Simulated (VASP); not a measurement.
**CO2: single point with PBEsol**

The system is CO2.

```
CELL_PARAMETERS angstrom
-2.00072 2.00072 3.05372
2.00072 -2.00072 3.05372
2.00072 2.00072 -3.05372
ATOMIC_POSITIONS crystal
C 0.75000 0.25000 0.50000
C 0.00000 0.00000 0.00000
O 0.70980 0.12500 0.08480
O 0.04020 0.62500 0.91520
O 0.37500 0.29020 0.41520
O 0.87500 0.95980 0.58480
```

```
Program             : VASP 6.6.1
Task                : single point
Functional          : PBEsol
Potentials or basis : VASP PAW PBE potentials, release 64 (C, O)
Cutoff              : 520 eV
k mesh              : 7 × 7 × 7
Occupations         : methfessel-paxton, width 0.02 eV
Spin                : no spin polarisation
```

| Quantity | Value |
| --- | --- |
| Pressure | -14.0 GPa |
| Largest force | 0.628 eV/Å |
| Band gap on the k mesh | 7.36 eV, indirect (least direct gap 7.75 eV) |

Forces in eV/Å, atoms in the order of the input:
```
C    0.000  0.000  0.000
C    0.000  0.000  0.000
O    0.000  0.628  0.000
O    0.000 -0.628  0.000
O   -0.628  0.000  0.000
O    0.628  0.000  0.000
```

Stress tensor (GPa, compression positive):
```
-13.69   0.00   0.00
  0.00 -13.69   0.00
  0.00   0.00 -14.68
```

Levels at points of the mesh, in eV from the valence-band top:
```csv
k point,band 14,band 15,band 16,band 17,band 18,band 19
"(0.00, 0.00, 0.00)",-0.85,-0.85,-0.46,7.36,8.34,8.74
```

Run time: 38 s on 1 thread of AMD EPYC 9R45 96-Core Processor (Zen 5), with other jobs on the host, peak memory 0.15 GiB.

Caveat: the PAW data sets were made with another functional, which shifts forces and pressure a little. A k mesh can miss the band edges.
